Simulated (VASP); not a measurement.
FePt5:

```
Fe Pt
1.0
     2.79346    0.00000    0.00000
    -1.39673    2.41921    0.00000
     0.00000    0.00000   13.58942
Fe Pt
1 5
Direct
  0.33333 0.66667 0.50000
  0.66667 0.33333 0.00000
  0.66667 0.33333 0.33333
  0.66667 0.33333 0.66667
  0.33333 0.66667 0.83333
  0.33333 0.66667 0.16667
```

| Item | Value |
| --- | --- |
| Program | VASP 6.6.1 |
| Task | relaxation of cell and atoms |
| Functional | PBE |
| Potentials or basis | VASP PAW PBE potentials, release 64 (Fe, Pt) |
| Cutoff | 600 eV |
| k mesh | 6 × 6 × 2 |
| Occupations | gaussian, width 0.1 eV |
| Spin | collinear spin, ferromagnetic start |
| Starting moments | [4.0, 0.0, 0.0, 0.0, 0.0, 0.0] μB |

At the start: pressure -0.6 GPa; volume 15.31 Å³/atom.

Q: How do energy, volume and symmetry change on relaxing?

A: Over 12 steps the energy falls by 71.6 meV/atom and the volume is 15.14 Å³/atom (-1.1 %); space group P-6m2 (No. 187, to 0.05 Å); moment 3.14 μB per cell.

The path:
| step | energy change (eV) | largest force (eV/Å) | pressure (GPa) | volume (Å³) |
| --- | --- | --- | --- | --- |
| 1 | 0.0000 | 1.7433 | -0.58 | 91.84 |
| 2 | -0.2982 | 0.8075 | 0.51 | 91.03 |
| 3 | -0.3044 | 0.6989 | 0.99 | 90.91 |
| 4 | -0.3834 | 0.3832 | -2.44 | 92.01 |
| 5 | -0.3892 | 0.3719 | -3.49 | 92.41 |
| 6 | -0.4150 | 0.3423 | 1.00 | 90.53 |
| 7 | -0.4165 | 0.3482 | 0.12 | 90.87 |
| 8 | -0.4247 | 0.2176 | 0.26 | 90.81 |
| 9 | -0.4272 | 0.1035 | 0.44 | 90.75 |
| 10 | -0.4286 | 0.0358 | -0.53 | 91.09 |
| 11 | -0.4286 | 0.0420 | -0.44 | 91.05 |
| 12 | -0.4293 | 0.0106 | 0.00 | 90.85 |

Final structure:
```yaml
crystal:
  lattice:
    - [2.75029, 0.00000, 0.00000]
    - [-1.37515, 2.38182, 0.00000]
    - [0.00000, 0.00000, 13.86878]
  atoms:
    - { symbol: Fe, position: [0.33333, 0.66667, 0.50000] }
    - { symbol: Pt, position: [0.66667, 0.33333, 0.00000] }
    - { symbol: Pt, position: [0.66667, 0.33333, 0.34745] }
    - { symbol: Pt, position: [0.66667, 0.33333, 0.65255] }
    - { symbol: Pt, position: [0.33333, 0.66667, 0.82860] }
    - { symbol: Pt, position: [0.33333, 0.66667, 0.17140] }
```

Caveat: the k points lie up to 0.44 Å⁻¹ apart in the final cell.
